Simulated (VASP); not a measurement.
# La in VASP: notebook

The runs below take La through single point, with PBE.

Everything below comes from runs of VASP 6.6.1. Logs are shortened: lines on timing, memory, paths and dates and some standing lists are left out, and cuts for length are marked.

**1. The cell of the first run**

Symmetry: Fm-3m, No. 225, cubic system. The conventional cell has a = 5.296 Å, b = 5.296 Å, c = 5.296 Å, α = 90.00°, β = 90.00°, γ = 90.00°. La (site symmetry m-3m) has 12 La at 3.74 Å within 4.9 Å.

**2. Single point, PBE**

INCAR reads:

```
PREC     = Accurate       # precision mode
ENCUT    = 520            # plane-wave cutoff, eV
EDIFF    = 1E-6           # SCF threshold, eV
ISMEAR   = -1             # smearing method
SIGMA    = 0.05           # smearing width, eV
LREAL    = F              # projectors in reciprocal space
LASPH    = T              # aspherical terms in the spheres
NELM     = 100            # most SCF steps
ALGO     = Normal         # electronic algorithm
ISIF     = 2              # what is computed and relaxed
LWAVE    = F              # write WAVECAR
LCHARG   = F              # write CHGCAR
GGA      = PE             # functional
NBANDS   = 12             # bands
```

KPOINTS reads:

```
Automatic mesh
0
Gamma
  11 11 11
```

POSCAR reads:

```
La
1.0
    0.0000000000      2.6480000000      2.6480000000
    2.6480000000      0.0000000000      2.6480000000
    2.6480000000      2.6480000000      0.0000000000
La
1
Direct
    0.0000000000      0.0000000000      0.0000000000
```

Potentials or basis: VASP PAW PBE potentials, release 64 (La).

On the command line:

```bash
> cat potpaw_PBE.64/La/POTCAR > POTCAR
> mpirun -np 1 vasp_std > vasp.out
```

OUTCAR:

```text
PREC = Accurate
   ENCUT = 520
   EDIFF = 1E-6
   ISMEAR = -1
   LREAL = F
   LASPH = T
   NELM = 100
   ISIF = 2
   GGA = PE

 ion  position               nearest neighbor table
   1  0.000  0.000  0.000-

  LATTYP: Found a face centered cubic cell.
 ALAT       =     5.2960000000

  Lattice vectors:

 A1 = (   0.0000000000,   2.6480000000,   2.6480000000)
 A2 = (   2.6480000000,   0.0000000000,   2.6480000000)
 A3 = (   2.6480000000,   2.6480000000,   0.0000000000)

Analysis of symmetry for initial positions (statically):
=====================================================================
 Subroutine PRICEL returns:
 Original cell was already a primitive cell.

 Routine SETGRP: Setting up the symmetry group for a
 face centered cubic supercell.

 Subroutine GETGRP returns: Found 48 space group operations
 (whereof 48 operations were pure point group operations)
 out of a pool of 48 trial point group operations.

The static configuration has the point symmetry O_h .

Analysis of symmetry for dynamics (positions and initial velocities):
=====================================================================
 Subroutine PRICEL returns:
 Original cell was already a primitive cell.

 Routine SETGRP: Setting up the symmetry group for a
 face centered cubic supercell.

 Subroutine GETGRP returns: Found 48 space group operations
 (whereof 48 operations were pure point group operations)
 out of a pool of 48 trial point group operations.

The dynamic configuration has the point symmetry O_h .

 Subroutine INISYM returns: Found 48 space group operations
 (whereof 48 operations are pure point group operations),
 and found     1 'primitive' translations

----------------------------------------------------------------------------------------

                                     Primitive cell

  volume of cell :      37.1350

  direct lattice vectors                    reciprocal lattice vectors
     0.000000000  2.648000000  2.648000000    -0.188821752  0.188821752  0.188821752
     2.648000000  0.000000000  2.648000000     0.188821752 -0.188821752  0.188821752
     2.648000000  2.648000000  0.000000000     0.188821752  0.188821752 -0.188821752

  length of vectors
     3.744837513  3.744837513  3.744837513     0.327048868  0.327048868  0.327048868

  position of ions in fractional coordinates (direct lattice)
     0.000000000  0.000000000  0.000000000

  ion indices of the primitive-cell ions
[... 74 lines left out ...]
   EDIFF  = 0.1E-05   stopping-criterion for ELM
   LREAL  =      F    real-space projection
   EDIFFG = 0.1E-04   stopping-criterion for IOM
   NSW    =      0    number of steps for IOM
   IBRION =     -1    ionic relax: 0-MD 1-quasi-New 2-CG
   NFREE  =      0    steps in history (QN), initial steepest desc. (CG)
   ISIF   =      2    stress and relaxation
   ISYM   =      2    0-nonsym 1-usesym 2-fastsym
   POTIM  = 0.5000    time-step for ionic-motion
   TEBEG  =    0.0;   TEEND  =   0.0 temperature during run
   PSTRESS=    0.0 pullay stress
   NELECT =      11.0000    total number of electrons
   NUPDOWN=      -1.0000    fix difference up-down
   EMIN   =  10.00;   EMAX   =-10.00  energy-range for DOS
   EFERMI =   0.00;   METHOD = LEGACY
   ISMEAR =    -1;   SIGMA  =   0.05  broadening in eV -4-tet -1-fermi 0-gaus
   EFERMI_NEDOS =   21; number of points for ismear=-14 and -15
   IALGO  =     38    algorithm
   IMIX   =      4    mixing-type and parameters
     AMIX     =   0.40;   BMIX     =  1.00
     AMIX_MAG =   1.60;   BMIX_MAG =  1.00
  volume/ion in A,a.u.               =      37.14       250.60
  Fermi-wavevector in a.u.,A,eV,Ry     =   1.091301  2.062259 16.203683  1.190937
  Thomas-Fermi vector in A             =   2.227543
   LORBIT       =      0    0 simple, 1 ext, 2 COOP (PROOUT), +10 PAW based schemes
   GGA     = PE    functional components
   LHFCALC =     F    Hartree Fock is set to
   AEXX    =    0.0000 exact exchange contribution
   IVDW    =     0    specifies the selected vdW correction
   LEPSILON=     F    determine dielectric tensor
   LRPA    =     F    only Hartree local field effects (RPA)
 non-spin polarized calculation
  energy-cutoff  :      520.00
  volume of cell :       37.14
 maximum number of plane-waves:      1011
   NGX = 13   NGY = 13   NGZ = 13

 number of electron      10.9999999 magnetization

 Free energy of the ion-electron system (eV)
  ---------------------------------------------------
  ext. energy  EPLUGINS =         0.00000000
  ---------------------------------------------------
  free energy    TOTEN  =        -4.88992880 eV

  energy without entropy =       -4.87489488  energy(sigma->0) =       -4.88241184

 E-fermi :   7.8479     XC(G=0):  -9.5607

 val. band max:        7.7643304068   @ k =   0.3636   0.1818   0.0000
 cond. band min:       7.8546254987   @ k =  -0.3636   0.3636   0.1818
 fundamental gap:      0.0902950920
 Fermi energy:         7.8478562159

 k-point     1 :       0.0000    0.0000    0.0000
  band No.  band energies     occupation
      1     -24.9986      2.00000
      2      -7.9924      2.00000
      3      -7.9924      2.00000
      4      -7.9924      2.00000
      5       4.6880      2.00000
      6       9.1688      0.00000
      7       9.3545      0.00000
      8       9.3545      0.00000
      9       9.3545      0.00000
     10       9.6656      0.00000
     11       9.6656      0.00000
     12       9.6656      0.00000
[... 331 lines left out ...]
 k-point    24 :      -0.1818    0.1818    0.0000
  band No.  band energies     occupation
      1     -24.8700      2.00000
      2      -8.7846      2.00000
      3      -8.3244      2.00000
      4      -8.0793      2.00000
      5       6.6392      2.00000
      6       7.9953      0.09955
      7       8.7474      0.00000
      8       9.5037      0.00000
      9       9.5060      0.00000
     10       9.7993      0.00000
     11       9.8419      0.00000
     12      10.1217      0.00000

 [... further k-points ...]
[... 5 lines left out ...]
  --------------------------------------------------------------------------------------
  -------------------------------------------------------------------------------------
  Total       -0.0088699     -0.0088699     -0.0088699      0.0000000      0.0000000      0.0000000
  in kB       -0.3826894     -0.3826894     -0.3826894      0.0000000      0.0000000      0.0000000
  external PRESSURE =      -0.3826894 kB  Pullay stress =       0.0000000 kB

 VOLUME and BASIS-vectors are now :
 -----------------------------------------------------------------------------
  energy-cutoff  :      520.00
  volume of cell :       37.14
      direct lattice vectors                 reciprocal lattice vectors
     0.000000000  2.648000000  2.648000000    -0.188821752  0.188821752  0.188821752
     2.648000000  0.000000000  2.648000000     0.188821752 -0.188821752  0.188821752
     2.648000000  2.648000000  0.000000000     0.188821752  0.188821752 -0.188821752

 POSITION                                       TOTAL-FORCE (eV/Angst)
 -----------------------------------------------------------------------------------
      0.00000      0.00000      0.00000        -0.000000      0.000000      0.000000
 -----------------------------------------------------------------------------------
    total drift:                               -0.000000     -0.000000     -0.000000

  FREE ENERGIE OF THE ION-ELECTRON SYSTEM (eV)
  ---------------------------------------------------
  free  energy   TOTEN  =        -4.8899287993 eV

  energy  without entropy=       -4.8748948757  energy(sigma->0) =       -4.88241184
```

It took 38 s on 1 thread of AMD EPYC 7R43 (Zen 3), shared host; peak memory 0.15 GiB.

Results:

| Item | Value |
| --- | --- |
| Free energy | -4.8899 eV |
| Pressure | 0.0 GPa |

Levels at points of the mesh, in eV from the Fermi level:
```
           k point  band 3  band 4  band 5  band 6  band 7  band 8
(0.00, 0.00, 0.00)  -15.84  -15.84   -3.16    1.32    1.51    1.51
```

Caveat: spin-orbit coupling is left out, which moves the levels of the heavy elements.

**3. Single point, PBE**

INCAR reads:

```
SYSTEM = La
  ALGO = Normal
  EDIFF = 1E-7
  ENCUT = 520
  GGA = PE
  ISIF = 2
  ISMEAR = -1
  LASPH = .TRUE.
  LCHARG = .FALSE.
  LREAL = .FALSE.
  LWAVE = .FALSE.
  NBANDS = 12
  NELM = 100
  PREC = Accurate
  SIGMA = 0.05
```

KPOINTS reads:

```
k-points
0
G
  11 11 11
  0 0 0
```

POSCAR is that of step 2.

Potentials or basis: VASP PAW PBE potentials, release 64 (La).

On the command line:

```bash
> cat potpaw_PBE.64/La/POTCAR > POTCAR
> mpirun -np 1 vasp_std > vasp.out
```

Wall time 52 s (1 thread of AMD EPYC 7R43 (Zen 3), shared host); peak memory 0.14 GiB.

Results (log left out):

- Free energy: -4.8899 eV
- Pressure: -0.1 GPa

Levels at points of the mesh, in eV from the Fermi level:
| k point | band 3 | band 4 | band 5 | band 6 | band 7 | band 8 |
| --- | --- | --- | --- | --- | --- | --- |
| (0.00, 0.00, 0.00) | -15.84 | -15.84 | -3.16 | 1.32 | 1.51 | 1.51 |

Caveat: spin-orbit coupling is left out, which moves the levels of the heavy elements.

**4. Single point, PBE (z stretched by +2 % at fixed volume)**

INCAR reads:

```
SYSTEM = La
ALGO = Normal
EDIFF = 1E-6
ENCUT = 520
GGA = PE
ISIF = 2
ISMEAR = -1
LASPH = .TRUE.
LCHARG = .FALSE.
LREAL = .FALSE.
LWAVE = .FALSE.
NBANDS = 12
NELM = 80
PREC = Accurate
SIGMA = 0.05
```

KPOINTS is that of step 3.

POSCAR reads:

```
La
1.0
    0.0000000000      2.6219106939      2.7009600000
    2.6219106939      0.0000000000      2.7009600000
    2.6219106939      2.6219106939      0.0000000000
La
1
Direct
    0.0000000000      0.0000000000      0.0000000000
```

Potentials or basis: VASP PAW PBE potentials, release 64 (La).

On the command line:

```bash
> cat potpaw_PBE.64/La/POTCAR > POTCAR
> mpirun -np 1 vasp_std > vasp.out
```

OUTCAR:

```text
SYSTEM = La
   EDIFF = 1E-6
   ENCUT = 520
   GGA = PE
   ISIF = 2
   ISMEAR = -1
   LASPH = .TRUE.
   LREAL = .FALSE.
   NELM = 80
   PREC = Accurate

 ion  position               nearest neighbor table
   1  0.000  0.000  0.000-

  LATTYP: Found a body centered tetragonal cell.
 ALAT       =     3.7079416626
 C/A-ratio  =     1.4568513994

  Lattice vectors:

 A1 = (  -2.6219106939,   0.0000000000,   2.7009600000)
 A2 = (   2.6219106939,   0.0000000000,   2.7009600000)
 A3 = (   0.0000000000,   2.6219106939,  -2.7009600000)

Analysis of symmetry for initial positions (statically):
=====================================================================
 Subroutine PRICEL returns:
 Original cell was already a primitive cell.

 Routine SETGRP: Setting up the symmetry group for a
 body centered tetragonal supercell.

 Subroutine GETGRP returns: Found 16 space group operations
 (whereof 16 operations were pure point group operations)
 out of a pool of 16 trial point group operations.

The static configuration has the point symmetry D_4h.

Analysis of symmetry for dynamics (positions and initial velocities):
=====================================================================
 Subroutine PRICEL returns:
 Original cell was already a primitive cell.

 Routine SETGRP: Setting up the symmetry group for a
 body centered tetragonal supercell.

 Subroutine GETGRP returns: Found 16 space group operations
 (whereof 16 operations were pure point group operations)
 out of a pool of 16 trial point group operations.

The dynamic configuration has the point symmetry D_4h.

 Subroutine INISYM returns: Found 16 space group operations
 (whereof 16 operations are pure point group operations),
 and found     1 'primitive' translations

----------------------------------------------------------------------------------------

                                     Primitive cell

  volume of cell :      37.1350
[... 107 lines left out ...]
     AMIX_MAG =   1.60;   BMIX_MAG =  1.00
  volume/ion in A,a.u.               =      37.14       250.60
  Fermi-wavevector in a.u.,A,eV,Ry     =   1.091301  2.062259 16.203683  1.190937
  Thomas-Fermi vector in A             =   2.227543
   LORBIT       =      0    0 simple, 1 ext, 2 COOP (PROOUT), +10 PAW based schemes
   GGA     = PE    functional components
   LHFCALC =     F    Hartree Fock is set to
   AEXX    =    0.0000 exact exchange contribution
   IVDW    =     0    specifies the selected vdW correction
   LEPSILON=     F    determine dielectric tensor
   LRPA    =     F    only Hartree local field effects (RPA)
 non-spin polarized calculation
  energy-cutoff  :      520.00
  volume of cell :       37.14
 maximum number of plane-waves:      1014
   NGX = 13   NGY = 13   NGZ = 13

 number of electron      11.0000000 magnetization

 Free energy of the ion-electron system (eV)
  ---------------------------------------------------
  ext. energy  EPLUGINS =         0.00000000
  ---------------------------------------------------
  free energy    TOTEN  =        -4.88858811 eV

  energy without entropy =       -4.87334149  energy(sigma->0) =       -4.88096480

 E-fermi :   7.8500     XC(G=0):  -9.5607

 val. band max:        7.8178222448   @ k =  -0.3636   0.1818   0.3636
 cond. band min:       7.8511960805   @ k =  -0.2727   0.3636   0.1818
 fundamental gap:      0.0333738357
 Fermi energy:         7.8500182046

 k-point     1 :       0.0000    0.0000    0.0000
  band No.  band energies     occupation
      1     -24.9992      2.00000
      2      -7.9998      2.00000
      3      -7.9892      2.00000
      4      -7.9892      2.00000
      5       4.6882      2.00000
      6       9.1708      0.00000
      7       9.1803      0.00000
      8       9.4490      0.00000
      9       9.4490      0.00000
     10       9.6246      0.00000
     11       9.6864      0.00000
     12       9.6864      0.00000
[... 331 lines left out ...]
 k-point    24 :      -0.1818    0.1818    0.0000
  band No.  band energies     occupation
      1     -24.8684      2.00000
      2      -8.8211      2.00000
      3      -8.3215      2.00000
      4      -8.0581      2.00000
      5       6.6507      2.00000
      6       7.9456      0.25744
      7       8.7814      0.00000
      8       9.5563      0.00000
      9       9.5630      0.00000
     10       9.7859      0.00000
     11       9.7999      0.00000
     12      10.1413      0.00000

 [... further k-points ...]
[... 5 lines left out ...]
  --------------------------------------------------------------------------------------
  -------------------------------------------------------------------------------------
  Total        0.0315120      0.0315120     -0.1004770      0.0000000     -0.0000000      0.0000000
  in kB        1.3595726      1.3595726     -4.3350417      0.0000000     -0.0000000      0.0000000
  external PRESSURE =      -0.5386321 kB  Pullay stress =       0.0000000 kB

 VOLUME and BASIS-vectors are now :
 -----------------------------------------------------------------------------
  energy-cutoff  :      520.00
  volume of cell :       37.14
      direct lattice vectors                 reciprocal lattice vectors
     0.000000000  2.621910694  2.700960000    -0.190700622  0.190700622  0.185119365
     2.621910694  0.000000000  2.700960000     0.190700622 -0.190700622  0.185119365
     2.621910694  2.621910694  0.000000000     0.190700622  0.190700622 -0.185119365

 POSITION                                       TOTAL-FORCE (eV/Angst)
 -----------------------------------------------------------------------------------
      0.00000      0.00000      0.00000         0.000000      0.000000     -0.000000
 -----------------------------------------------------------------------------------
    total drift:                               -0.000000      0.000000     -0.000000

  FREE ENERGIE OF THE ION-ELECTRON SYSTEM (eV)
  ---------------------------------------------------
  free  energy   TOTEN  =        -4.8885881062 eV

  energy  without entropy=       -4.8733414914  energy(sigma->0) =       -4.88096480
```

OSZICAR:

```text
N       E                     dE             d eps       ncg     rms          rms(c)
DAV:   1     0.963905047885E+02    0.96391E+02   -0.37344E+03  3072   0.115E+03
DAV:   2     0.127611249964E+01   -0.95114E+02   -0.91237E+02  3896   0.177E+02
DAV:   3    -0.458198862069E+01   -0.58581E+01   -0.56545E+01  4172   0.755E+01
DAV:   4    -0.488611704484E+01   -0.30413E+00   -0.30149E+00  5780   0.116E+01
DAV:   5    -0.489554987692E+01   -0.94328E-02   -0.94234E-02  5348   0.203E+00    0.214E+00
DAV:   6    -0.488494743322E+01    0.10602E-01   -0.10298E-02  5648   0.842E-01    0.128E+00
DAV:   7    -0.488454417616E+01    0.40326E-03   -0.41843E-02  4020   0.156E+00    0.197E-01
DAV:   8    -0.488523734975E+01   -0.69317E-03   -0.20633E-03  5988   0.351E-01    0.217E-01
DAV:   9    -0.488542302093E+01   -0.18567E-03   -0.16382E-04  6000   0.124E-01    0.248E-01
DAV:  10    -0.487930645588E+01    0.61166E-02   -0.19047E-02  4012   0.107E+00    0.552E-01
DAV:  11    -0.488814403278E+01   -0.88376E-02   -0.68239E-02  3928   0.224E+00    0.203E-01
DAV:  12    -0.488856613414E+01   -0.42210E-03   -0.48254E-03  5784   0.534E-01    0.658E-02
DAV:  13    -0.488856417024E+01    0.19639E-05   -0.28577E-04  5944   0.188E-01    0.489E-02
DAV:  14    -0.488858730629E+01   -0.23136E-04   -0.44929E-05  5968   0.701E-02    0.167E-02
DAV:  15    -0.488859018463E+01   -0.28783E-05   -0.67466E-07  3796   0.945E-03    0.134E-02
DAV:  16    -0.488858910269E+01    0.10819E-05   -0.77282E-06  5972   0.338E-02    0.618E-03
DAV:  17    -0.488858810616E+01    0.99652E-06   -0.90932E-08  2964   0.440E-03
   1 F= -.48885881E+01 E0= -.48809648E+01  d E =-.152466E-01
```

stdout:

```text
POSCAR found type information on POSCAR La
 POSCAR found :  1 types and       1 ions
 scaLAPACK will be used
 LDA part: xc-table for (Slater+PW92), standard interpolation
 POSCAR, INCAR and KPOINTS ok, starting setup
 FFT: planning ... GRIDC
 FFT: planning ... GRID_SOFT
 FFT: planning ... GRID
 WAVECAR not read
 entering main loop
```

Run time: 87 s. Hardware: 1 thread of AMD EPYC 7R43 (Zen 3), shared host; peak memory 0.17 GiB.

Results:

* Free energy: -4.8886 eV
* Pressure: -0.1 GPa

Caveat: spin-orbit coupling is left out, which moves the levels of the heavy elements.

**5. Single point, PBE (xy shear strain of -1.5 %)**

INCAR reads:

```
SYSTEM = La
PREC = Accurate ; ENCUT = 520
EDIFF = 1E-6 ; ISMEAR = -1
SIGMA = 0.05 ; LREAL = .FALSE.
LASPH = .TRUE. ; NELM = 80
ALGO = Normal ; ISIF = 2
LWAVE = .FALSE. ; LCHARG = .TRUE.
GGA = PE ; LELF = .TRUE.
LVHAR = .TRUE. ; NBANDS = 12
```

KPOINTS reads:

```
regular mesh
0
G
  11 11 11
  0 0 0
```

POSCAR reads:

```
La
1.0
   -0.0198600000      2.6480000000      2.6480000000
    2.6480000000     -0.0198600000      2.6480000000
    2.6281400000      2.6281400000      0.0000000000
La
1
Direct
    0.0000000000      0.0000000000      0.0000000000
```

On the command line:

```bash
> cat potpaw_PBE.64/La/POTCAR > POTCAR
> mpirun -np 1 vasp_std > vasp.out
```

Run time: 99 s. Hardware: 1 thread of AMD EPYC 7R43 (Zen 3), shared host; peak memory 0.22 GiB.

The run converged. Its results:

```
Free energy : -4.8893 eV
Pressure    : -0.2 GPa
```

Stress tensor (GPa, compression positive):
```
-0.19  0.34  0.00
 0.34 -0.19  0.00
 0.00  0.00 -0.18
```

Levels at points of the mesh, in eV from the Fermi level:
| k point | band 3 | band 4 | band 5 | band 6 | band 7 | band 8 |
| --- | --- | --- | --- | --- | --- | --- |
| (0.00, 0.00, 0.00) | -15.84 | -15.82 | -3.16 | 1.33 | 1.41 | 1.50 |

Caveat: the cell differs from its parent crystal (xy shear strain of -1.5 %); spin-orbit coupling is left out, which moves the levels of the heavy elements.

**6. Overview**

| cell | gap on the mesh (eV) | pressure (GPa) |
| --- | --- | --- |
| a = 3.745 Å, angles 60.0°, 1 atom | none | -0.1 |
| a = 3.764, b = 3.764, c = 3.708 Å, angles 60.5, 60.5, 59.0°, 1 atom | none | -0.1 |
| a = 3.745, b = 3.745, c = 3.717 Å, angles 60.2, 60.2, 60.5°, 1 atom | none | -0.2 |

Alike in all rows: task single point; level PBE; potentials or basis VASP PAW PBE potentials, release 64 (La); no spin polarisation; k mesh 11 × 11 × 11; cutoff (eV) 520; smearing fermi-dirac 0.05 eV.

Caveats: spin-orbit coupling is left out, which moves the levels of the heavy elements.

Total energies depend on the potentials used, so only differences within one code and one set of settings carry meaning.
